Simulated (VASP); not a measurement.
A run of VASP 6.6.1 is set up as follows.

Contents of INCAR:

```
SYSTEM = PbS
PREC = Accurate
ENCUT = 520
EDIFF = 1E-8
ISMEAR = -1
SIGMA = 0.01
LREAL = .False.
LASPH = .True.
NELM = 100
ALGO = Normal
ISIF = 2
LWAVE = .False.
LCHARG = .False.
GGA = PE
LEFG = .True.
NBANDS = 17
```

File KPOINTS:

```
regular mesh
0
Gamma
  8 8 8
  0 0 0
```

File POSCAR:

```
PbS
1.0
    0.0000000000      2.9147360524      2.9147360524
    2.9147360524      0.0000000000      2.9147360524
    2.9147360524      2.9147360524      0.0000000000
Pb S
1 1
Direct
    0.0000000000      0.0000000000      0.0000000000
    0.5000000000      0.5000000000      0.5000000000
```

Potentials or basis: VASP PAW PBE potentials, release 64 (Pb_d, S).

Command:

```sh
$ cat potpaw_PBE.64/Pb_d/POTCAR potpaw_PBE.64/S/POTCAR > POTCAR
$ mpirun -np 1 vasp_std > vasp.out
```

Problem. What does it give for the pressure?

Solution. 5.8 GPa.

Problem. Estimate the band gap on the k mesh.

Solution. 0.16 eV, direct.

Caveat: without QUAD_EFG the Cq values of the log hold for a quadrupole moment of 1 mb, not for the nuclei; spin-orbit coupling is left out, which moves the levels of the heavy elements. A k mesh can miss the band edges.
